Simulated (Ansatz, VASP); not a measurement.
## BN in VASP and in Ansatz

```
CELL_PARAMETERS angstrom
2.55406 0.00000 0.00000
-1.27703 2.21188 0.00000
0.00000 0.00000 4.22390
ATOMIC_POSITIONS crystal
B 0.33333 0.66667 0.00119
B 0.66667 0.33333 0.50119
N 0.33333 0.66667 0.37581
N 0.66667 0.33333 0.87581
```

Alike in both runs: functional PBE; k mesh 12 × 12 × 6; occupations gaussian, width 0.02 eV; no spin polarisation.

Ansatz relaxed the structure, and its values are those at the end. VASP's run is a single point on that final structure, the one shown.

```csv
,VASP,Ansatz
version,VASP 6.6.1,Ansatz 0.2.0
potentials or method,"VASP PAW PBE potentials, release 64 (B, N), cutoff 600 eV","scalar-relativistic, plane waves, PAW"
valence electrons in the cell,16,16
```

```csv
,VASP,Ansatz,Ansatz less VASP
gap on the k mesh at the Fermi level (eV),5.21,5.22,+0.012
least direct gap on the mesh (eV),8.24,8.24,+0.003
pressure (GPa),0.2,0.0,-0.15
```

The functional is the same, so the differences come from potentials, cutoffs and numerics.
